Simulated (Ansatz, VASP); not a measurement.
## Sb: VASP beside Ansatz

The input INCAR:

```
SYSTEM = Sb
PREC = Accurate ; ENCUT = 520
EDIFF = 1E-7 ; ISMEAR = 0
SIGMA = 0.15 ; LREAL = .False.
LASPH = .True. ; NELM = 60
ALGO = Normal ; ISIF = 2
LWAVE = .False. ; LCHARG = .False.
GGA = PS ; NBANDS = 8
```

KPOINTS

```
Automatic mesh
0
Gamma
  16 16 16
  0 0 0
```

POSCAR

```
Sb
1.0
    3.2032930510      0.0000000000      0.0000000000
    0.0000000000      3.2032930510      0.0000000000
    0.0000000000      0.0000000000      3.0751613290
Sb
1
Direct
    0.0000000000      0.0000000000      0.0000000000
```

Input for Ansatz:

```yaml
crystal:
  lattice:
    - [3.203293051, 0.0, 0.0]
    - [0.0, 3.203293051, 0.0]
    - [0.0, 0.0, 3.075161329]
  atoms:
    - { symbol: Sb, position: [0.0, 0.0, 0.0] }
basis:
  ecutwfc: 420
kpoints:
  mp_grid: { grid: [16, 16, 16] }
hamiltonian:
  xc: pbesol
scf:
  occupations: { method: gaussian, width: 0.15 }
output:
  forces: true
  stress: true
  eigenvalues: true
```

Alike in both runs: task single point; functional PBEsol; k mesh 16 × 16 × 16; occupations gaussian, width 0.15 eV; no spin polarisation.

|  | VASP | Ansatz |
| --- | --- | --- |
| version | VASP 6.6.1 | Ansatz 0.2.0 |
| potentials or method | VASP PAW PBE potentials, release 64 (Sb), cutoff 520 eV | scalar-relativistic, plane waves, PAW |
| valence electrons in the cell | 5 | 15 |

Ansatz gave:

| Property | Result |
| --- | --- |
| gap on the k mesh at the Fermi level (eV) | none |
| pressure (GPa) | -4.7 |
| traceless stress, the component that is largest in VASP (GPa) | 1.99 |

**Question.** Which values does VASP return?

**Answer.** gap on the k mesh at the Fermi level (eV): none; pressure (GPa): -4.7; traceless stress, the component that is largest in VASP (GPa): 2.02.

VASP's potentials were made for PBE, not for PBEsol. A gap of «none» marks a metal or a gap that the smearing closes. VASP's potentials hold 5 valence electrons a cell and Ansatz's 15, so a difference there can come from the potentials and not from the codes.

Neither program's run includes spin-orbit coupling.
